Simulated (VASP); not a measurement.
# CoO (P6_3mc) in VASP: single point with PBE

Aim: the single point of CoO with PBE.

All numbers are computed with VASP 6.6.1; they aren't measurements. Logs are shortened: lines on timing, memory, paths and dates and some standing lists are left out, and cuts for length are marked.

### 1 The cell of the first run

It takes space group P6_3mc (No. 186, hexagonal). Conventional cell: a = 3.167 Å, b = 3.167 Å, c = 5.288 Å, α = 90.00°, β = 90.00°, γ = 120.00°. Within 2.5 Å of Co (site symmetry 3m) lie 4 O at 1.91 to 1.97 Å. Within 2.5 Å of O (site symmetry 3m) lie 4 Co at 1.91 to 1.97 Å.

### 2 Single point, PBE, collinear spin, antiferromagnetic start

INCAR reads:

```
SYSTEM = CoO
ALGO = Normal
EDIFF = 1E-6
ENCUT = 520
GGA = PE
ISIF = 2
ISMEAR = 0
ISPIN = 2
LASPH = .True.
LCHARG = .False.
LMAXMIX = 4
LORBIT = 11
LREAL = .False.
LWAVE = .False.
MAGMOM = -2.57 2.57 0.14 -0.14
NBANDS = 27
NELM = 150
PREC = Accurate
SIGMA = 0.02
```

KPOINTS reads:

```
k-points
0
Gamma
  12 12 6
  0 0 0
```

POSCAR reads:

```
CoO
1.0
    3.1674047901      0.0000000000      0.0000000000
   -1.5837023951      2.7430530123      0.0000000000
    0.0000000000      0.0000000000      5.2884721742
Co O
2 2
Direct
    0.0000000000      0.0000000000      0.0071352727
    0.3333333333      0.6666666667      0.5071350709
    0.0000000000      0.0000000000      0.3678653950
    0.3333333333      0.6666666667      0.8678652614
```

Potentials or basis: VASP PAW PBE potentials, release 64 (Co, O).

Command:

```sh
cat potpaw_PBE.64/Co/POTCAR potpaw_PBE.64/O/POTCAR > POTCAR
mpirun -np 1 vasp_std > vasp.out
```

OUTCAR:

```text
SYSTEM = CoO
   EDIFF = 1E-6
   ENCUT = 520
   GGA = PE
   ISIF = 2
   ISMEAR = 0
   ISPIN = 2
   LASPH = .True.
   LORBIT = 11
   LREAL = .False.
   NELM = 150
   PREC = Accurate

 ion  position               nearest neighbor table
   1  0.000  0.000  0.007-   3 1.91   4 1.97   4 1.97   4 1.97
   2  0.333  0.667  0.507-   4 1.91   3 1.97   3 1.97   3 1.97
   3  0.000  0.000  0.368-   1 1.91   2 1.97   2 1.97   2 1.97
   4  0.333  0.667  0.868-   2 1.91   1 1.97   1 1.97   1 1.97

  LATTYP: Found a hexagonal cell.
 ALAT       =     3.1674047901
 C/A-ratio  =     1.6696546620

  Lattice vectors:

 A1 = (   3.1674047901,   0.0000000000,   0.0000000000)
 A2 = (  -1.5837023951,   2.7430530123,   0.0000000000)
 A3 = (   0.0000000000,   0.0000000000,   5.2884721742)

Analysis of symmetry for initial positions (statically):
=====================================================================
 Subroutine PRICEL returns:
 Original cell was already a primitive cell.

 Routine SETGRP: Setting up the symmetry group for a
 hexagonal supercell.

 Subroutine GETGRP returns: Found 12 space group operations
 (whereof  6 operations were pure point group operations)
 out of a pool of 24 trial point group operations.

The static configuration has the point symmetry C_3v.
 The point group associated with its full space group is C_6v.

Analysis of symmetry for dynamics (positions and initial velocities):
=====================================================================
 Subroutine PRICEL returns:
 Original cell was already a primitive cell.

 Routine SETGRP: Setting up the symmetry group for a
 hexagonal supercell.

 Subroutine GETGRP returns: Found 12 space group operations
 (whereof  6 operations were pure point group operations)
 out of a pool of 24 trial point group operations.

The dynamic configuration has the point symmetry C_3v.
 The point group associated with its full space group is C_6v.

Analysis of structural, dynamic, and magnetic symmetry:
=====================================================================
 Subroutine PRICEL returns:
 Original cell was already a primitive cell.

 Routine SETGRP: Setting up the symmetry group for a
 hexagonal supercell.

 Subroutine GETGRP returns: Found 12 space group operations
 (whereof  6 operations were pure point group operations)
 out of a pool of 24 trial point group operations.

The overall configuration has the point symmetry C_3v.
 The point group associated with its full space group is C_6v.

 Subroutine INISYM returns: Found 12 space group operations
 (whereof  6 operations are pure point group operations),
 and found     1 'primitive' translations

----------------------------------------------------------------------------------------

                                     Primitive cell

  volume of cell :      45.9481

  direct lattice vectors                    reciprocal lattice vectors
     3.167404790  0.000000000  0.000000000     0.315715883  0.182278650  0.000000000
    -1.583702395  2.743053012  0.000000000     0.000000000  0.364557300  0.000000000
     0.000000000  0.000000000  5.288472174     0.000000000  0.000000000  0.189090529

  length of vectors
     3.167404790  3.167404790  5.288472174     0.364557300  0.364557300  0.189090529

  position of ions in fractional coordinates (direct lattice)
     0.000000000  0.000000000  0.007135273
     0.333333333  0.666666667  0.507135071
     0.000000000  0.000000000  0.367865395
     0.333333333  0.666666667  0.867865261

  ion indices of the primitive-cell ions
   primitive index   ion index
                 1           1
                 2           2
                 3           3
                 4           4

----------------------------------------------------------------------------------------

 KPOINTS: k-points

Automatic generation of k-mesh.
 Grid dimensions read from file:
 generate k-points for:   12   12    6

 Generating k-lattice:

  Cartesian coordinates                     Fractional coordinates (reciprocal lattice)
     0.026309657  0.015189888  0.000000000     0.083333333  0.000000000  0.000000000
     0.000000000  0.030379775  0.000000000     0.000000000  0.083333333  0.000000000
     0.000000000  0.000000000  0.031515088     0.000000000  0.000000000  0.166666667

  Length of vectors
     0.030379775  0.030379775  0.031515088

  Shift w.r.t. Gamma in fractional coordinates (k-lattice)
     0.000000000  0.000000000  0.000000000

 Subroutine IBZKPT returns following result:
 ===========================================

 Found     76 irreducible k-points:

 Following reciprocal coordinates:
            Coordinates               Weight
  0.000000  0.000000  0.000000      1.000000
  0.083333 -0.000000  0.000000      6.000000
  0.166667  0.000000  0.000000      6.000000
  0.250000 -0.000000  0.000000      6.000000
  0.333333 -0.000000  0.000000      6.000000
  0.416667  0.000000  0.000000      6.000000
[... 16 lines left out ...]
  0.250000 -0.000000  0.166667     12.000000
  0.333333 -0.000000  0.166667     12.000000
 [... further k-points ...]
   k-points           NKPTS =     76   k-points in BZ     NKDIM =     76   number of bands    NBANDS=     27
   number of dos      NEDOS =    301   number of ions     NIONS =      4
   total plane-waves  NPLWV =  23040
   dimension x,y,z NGX =    24 NGY =   24 NGZ =   40
   dimension x,y,z NGXF=    48 NGYF=   48 NGZF=   80
   ions per type =               2   2
   NGX,Y,Z   is equivalent  to a cutoff of  12.60, 12.60, 12.57 a.u.
   NGXF,Y,Z  is equivalent  to a cutoff of  25.19, 25.19, 25.15 a.u.
 SYSTEM =  CoO
   PREC   = accura    normal or accurate (medium, high low for compatibility)
   ISTART =      0    job   : 0-new  1-cont  2-samecut
   ICHARG =      2    charge: 1-file 2-atom 10-const
   ISPIN  =      2    spin polarized calculation?
   LNONCOLLINEAR =      F non collinear calculations
   LSORBIT =      F    spin-orbit coupling
   LASPH  =      T    aspherical Exc in radial PAW
   ENCUT  =  520.0 eV  38.22 Ry    6.18 a.u.   5.89  5.89  9.83*2*pi/ulx,y,z
   NELM   =    150;   NELMIN=  2; NELMDL= -5     # of ELM steps
   EDIFF  = 0.1E-05   stopping-criterion for ELM
   LREAL  =      F    real-space projection
   EDIFFG = 0.1E-04   stopping-criterion for IOM
   NSW    =      0    number of steps for IOM
   IBRION =     -1    ionic relax: 0-MD 1-quasi-New 2-CG
   NFREE  =      0    steps in history (QN), initial steepest desc. (CG)
   ISIF   =      2    stress and relaxation
   ISYM   =      2    0-nonsym 1-usesym 2-fastsym
   POTIM  = 0.5000    time-step for ionic-motion
   TEBEG  =    0.0;   TEEND  =   0.0 temperature during run
   PSTRESS=    0.0 pullay stress
   NELECT =      30.0000    total number of electrons
   NUPDOWN=      -1.0000    fix difference up-down
   EMIN   =  10.00;   EMAX   =-10.00  energy-range for DOS
   EFERMI =   0.00;   METHOD = LEGACY
   ISMEAR =     0;   SIGMA  =   0.02  broadening in eV -4-tet -1-fermi 0-gaus
   EFERMI_NEDOS =   21; number of points for ismear=-14 and -15
   IALGO  =     38    algorithm
   IMIX   =      4    mixing-type and parameters
     AMIX     =   0.40;   BMIX     =  1.00
     AMIX_MAG =   1.60;   BMIX_MAG =  1.00
  volume/ion in A,a.u.               =      11.49        77.52
  Fermi-wavevector in a.u.,A,eV,Ry     =   1.420232  2.683849 27.443748  2.017059
  Thomas-Fermi vector in A             =   2.541169
   LORBIT       =     11    0 simple, 1 ext, 2 COOP (PROOUT), +10 PAW based schemes
   GGA     = PE    functional components
   LHFCALC =     F    Hartree Fock is set to
   AEXX    =    0.0000 exact exchange contribution
   IVDW    =     0    specifies the selected vdW correction
   LEPSILON=     F    determine dielectric tensor
   LRPA    =     F    only Hartree local field effects (RPA)
 spin polarized calculation
 Gauss-broadening in eV      SIGMA  =   0.02
  energy-cutoff  :      520.00
  volume of cell :       45.95
 maximum number of plane-waves:      1266
 NGX is ok and might be reduce to    24
   NGX = 11   NGY = 11   NGZ = 19

 number of electron      30.0000000 magnetization      -0.0000000

 number of electron      30.0000010 magnetization       0.0000000

 Free energy of the ion-electron system (eV)
  ---------------------------------------------------
  ext. energy  EPLUGINS =         0.00000000
  ---------------------------------------------------
  free energy    TOTEN  =       -26.78851673 eV

  energy without entropy =      -26.78851673  energy(sigma->0) =      -26.78851673

 E-fermi :   6.2268     XC(G=0): -11.1521

 val. band max:        6.1560578108   @ k =   0.0000   0.0000   0.5000
 cond. band min:       6.2986886459   @ k =   0.5000  -0.0000   0.0000
 fundamental gap:      0.1426308351
 Fermi energy:         6.2267555795

 spin component 1

 k-point     1 :       0.0000    0.0000    0.0000
  band No.  band energies     occupation
      1     -13.7565      1.00000
      2     -13.0680      1.00000
      3      -0.8414      1.00000
      4       0.2233      1.00000
      5       0.3601      1.00000
      6       0.3601      1.00000
[... 709 lines left out ...]
     26      20.6568      0.00000
     27      21.8438      0.00000

 [... further k-points ...]

 spin component 2

 k-point     1 :       0.0000    0.0000    0.0000
  band No.  band energies     occupation
      1     -13.7565      1.00000
      2     -13.0680      1.00000
      3      -0.8414      1.00000
      4       0.2233      1.00000
      5       0.3601      1.00000
      6       0.3601      1.00000
[... 709 lines left out ...]
     26      20.6745      0.00000
     27      21.8319      0.00000

 [... further k-points ...]

------------------------ aborting loop because EDIFF is reached ----------------------------------------

  FORCE on cell =-STRESS in cart. coord.  units (eV):
  Direction    XX          YY          ZZ          XY          YZ          ZX
  --------------------------------------------------------------------------------------
  -------------------------------------------------------------------------------------
  Total       -0.0220189     -0.0220189     -0.0448308      0.0000000     -0.0000000      0.0000000
  in kB       -0.7677835     -0.7677835     -1.5632162      0.0000000     -0.0000000      0.0000000
  external PRESSURE =      -1.0329277 kB  Pullay stress =       0.0000000 kB

 VOLUME and BASIS-vectors are now :
 -----------------------------------------------------------------------------
  energy-cutoff  :      520.00
  volume of cell :       45.95
      direct lattice vectors                 reciprocal lattice vectors
     3.167404790  0.000000000  0.000000000     0.315715883  0.182278650  0.000000000
    -1.583702395  2.743053012  0.000000000     0.000000000  0.364557300  0.000000000
     0.000000000  0.000000000  5.288472174     0.000000000  0.000000000  0.189090529

 POSITION                                       TOTAL-FORCE (eV/Angst)
 -----------------------------------------------------------------------------------
      0.00000      0.00000      0.03773        -0.000000     -0.000000     -0.004671
     -0.00000      1.82870      2.68197        -0.000000      0.000000     -0.004671
      0.00000      0.00000      1.94545        -0.000000     -0.000000      0.004671
     -0.00000      1.82870      4.58968         0.000000     -0.000000      0.004671
 -----------------------------------------------------------------------------------
    total drift:                                0.000000      0.000000      0.000403

  FREE ENERGIE OF THE ION-ELECTRON SYSTEM (eV)
  ---------------------------------------------------
  free  energy   TOTEN  =       -26.7885167296 eV

  energy  without entropy=      -26.7885167295  energy(sigma->0) =      -26.78851673

 total charge

# of ion       s       p       d       tot
------------------------------------------
    1        0.347   0.435   7.222   8.003
    2        0.347   0.435   7.222   8.003
    3        1.552   3.440   0.000   4.993
    4        1.552   3.440   0.000   4.993
--------------------------------------------------
tot          3.798   7.750  14.443  25.992

 magnetization (x)

# of ion       s       p       d       tot
------------------------------------------
    1       -0.008  -0.042  -2.229  -2.279
    2        0.008   0.042   2.229   2.279
    3        0.011   0.144   0.000   0.155
    4       -0.011  -0.144   0.000  -0.155
--------------------------------------------------
tot          0.000   0.000  -0.000  -0.000
```

It took 3.4 min on 1 thread of Intel Xeon Platinum 8375C at 2.90GHz (Ice Lake), shared host; peak memory 0.27 GiB.

What came out:

| Property | Result |
| --- | --- |
| Free energy | -26.7885 eV |
| Pressure | -0.1 GPa |
| Largest force | 0.005 eV/Å |
| Band gap on the k mesh | 0.14 eV, indirect (least direct gap 0.23 eV) |
| Net moment | 0.00 μB per cell |
| Site moments | Co -2.28, +2.28; O +0.15, -0.15 μB |
| Valence electrons inside the program's atomic spheres | Co 8.00; O 4.99 |

Forces on the atoms (eV/Å):
```
Co   0.000  0.000 -0.005
Co   0.000  0.000 -0.005
O    0.000  0.000  0.005
O    0.000  0.000  0.005
```

Levels at points of the mesh, in eV from the valence-band top:
Spin up:
| k point | band 11 | band 12 | band 13 | band 14 | band 15 | band 16 | band 17 | band 18 | band 19 | band 20 |
| --- | --- | --- | --- | --- | --- | --- | --- | --- | --- | --- |
| (0.00, 0.00, 0.00) | -1.75 | -1.02 | -1.02 | -0.05 | -0.05 | 0.28 | 1.76 | 2.13 | 2.13 | 5.73 |
| (0.50, 0.00, 0.00) | -1.87 | -1.79 | -1.36 | -0.27 | -0.09 | 0.14 | 0.86 | 1.46 | 5.89 | 6.27 |
| (0.00, 0.00, 0.50) | -1.37 | -0.99 | -0.99 | 0.00 | 0.00 | 0.93 | 1.99 | 1.99 | 2.70 | 3.21 |
| (0.50, 0.00, 0.50) | -1.81 | -1.54 | -1.21 | -0.41 | -0.23 | 0.30 | 0.98 | 1.34 | 5.51 | 5.97 |
Spin down:
| k point | band 12 | band 13 | band 14 | band 15 | band 16 | band 17 | band 18 | band 19 |
| --- | --- | --- | --- | --- | --- | --- | --- | --- |
| (0.00, 0.00, 0.00) | -1.02 | -1.02 | -0.05 | -0.05 | 0.28 | 1.76 | 2.13 | 2.13 |
| (0.50, 0.00, 0.00) | -1.79 | -1.36 | -0.27 | -0.09 | 0.14 | 0.86 | 1.46 | 5.89 |
| (0.00, 0.00, 0.50) | -0.99 | -0.99 | 0.00 | 0.00 | 0.93 | 1.99 | 1.99 | 2.70 |
| (0.50, 0.00, 0.50) | -1.54 | -1.21 | -0.41 | -0.23 | 0.30 | 0.98 | 1.34 | 5.51 |
